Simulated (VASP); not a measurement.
Crystal: Al2Pt.

```
CELL_PARAMETERS angstrom
0.00000 2.95500 2.95500
2.95500 0.00000 2.95500
2.95500 2.95500 0.00000
ATOMIC_POSITIONS crystal
Al 0.20500 0.20500 0.20500
Al 0.75000 0.75000 0.75000
Pt 0.04500 0.04500 0.04500
```

This cell differs from its parent crystal: shortest bond scaled by 0.64.

Base run:

```yaml
Program: VASP 6.6.1
Functional: PBE
Potentials_or_basis: VASP PAW PBE potentials, release 64 (Al, Pt)
Cutoff: 520 eV
k_mesh: 9 × 9 × 9
Occupations: fermi-dirac, width 0.05 eV
Spin: no spin polarisation
```

Its results: band gap on the k mesh zero (band 8 reaches 11.41 eV, above the bottom of band 9 at 6.82 eV); pressure 60.1 GPa; largest force 33.741 eV/Å.

Problem. The run is repeated on the same cell with these changes: potentials or basis from VASP PAW PBE potentials, release 64 (Al, Pt) to VASP PAW PBE potentials, release 64 (Al, Pt_sv_GW); cutoff from 520 eV to 430 eV; further incar settings from ALGO = Normal; EDIFF = 1e-06; NBANDS = 15 to ALGO = Normal; EDIFF = 1e-08; NBANDS = 19; valence electrons from 16 to 24. What comes out?

Solution. Band gap on the k mesh zero (band 12 reaches 11.26 eV, above the bottom of band 13 at 6.66 eV); pressure 66.2 GPa; largest force 37.899 eV/Å.

Caveats: spin-orbit coupling is left out, which moves the levels of the heavy elements; forces of over 1 eV/Å act on the atoms, so gaps and moduli don't describe the material at rest.
